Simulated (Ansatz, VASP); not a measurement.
**BiP: VASP beside Ansatz**

Contents of POSCAR:

```
BiP
1.0
    3.5737580947      0.0000000000      0.0000000000
    0.0000000000      3.5737580947      0.0000000000
    0.0000000000      0.0000000000      3.5737580947
Bi P
1 1
Direct
    0.0000000000      0.0000000000      0.0000000000
    0.5000000000      0.5000000000      0.5000000000
```

File INCAR.step1:

```
SYSTEM = BiP
PREC = Accurate ; ENCUT = 520
ISMEAR = -5 ; SIGMA = 0.1
LREAL = .False. ; LASPH = .True.
NELM = 80 ; NBANDS = 17
GGA = PE ; ALGO = Normal
EDIFF = 1E-4 ; LWAVE = .True.
LCHARG = .False.
```

The input INCAR.step2:

```
SYSTEM = BiP
PREC = Accurate ; ENCUT = 520
EDIFF = 1E-6 ; ISMEAR = -5
SIGMA = 0.1 ; LREAL = .False.
LASPH = .True. ; NELM = 80
ALGO = Normal ; ISIF = 2
LWAVE = .False. ; LCHARG = .False.
METAGGA = R2SCAN ; LMIXTAU = .True.
IVDW = 13 ; VDW_S6 = 1.0
VDW_S8 = 0.6018749 ; VDW_A1 = 0.51559235
VDW_A2 = 5.77342911 ; NBANDS = 17
ISTART = 1
```

Contents of KPOINTS:

```
Automatic mesh
0
Gamma
  10 10 10
  0 0 0
```

Input for Ansatz:

```yaml
crystal:
  lattice:
    - [3.5737580947, 0.0, 0.0]
    - [0.0, 3.5737580947, 0.0]
    - [0.0, 0.0, 3.5737580947]
  atoms:
    - { symbol: Bi, position: [0.0, 0.0, 0.0] }
    - { symbol: P, position: [0.5, 0.5, 0.5] }
basis:
  ecutwfc: 500
  ecutrho_ratio: 12
kpoints:
  mp_grid: { grid: [10, 10, 10] }
hamiltonian:
  xc: r2scan
  dispersion: d4
scf:
  occupations: { method: tetrahedron }
output:
  forces: true
  stress: true
```

Alike in both runs: task single point; functional r2SCAN; dispersion D4; k mesh 10 × 10 × 10; occupations tetrahedron; no spin polarisation.

|  | VASP | Ansatz |
| --- | --- | --- |
| version | VASP 6.6.1 | Ansatz 0.2.0 |
| potentials or method | VASP PAW PBE potentials, release 64 (Bi_d, P), cutoff 520 eV | scalar-relativistic, plane waves, PAW |
| valence electrons in the cell | 20 | 20 |

```csv
,VASP,Ansatz,Ansatz less VASP
gap on the k mesh at the Fermi level (eV),none,none,-
pressure (GPa),-0.8,-0.8,0.00
```

VASP's potentials were made for PBE, not for r2SCAN. A gap of «none» marks a metal or a gap that the smearing closes. Ansatz's warnings: band table not solved further, tetrahedron derivatives may miss energy slope.

Spin-orbit coupling is off throughout.
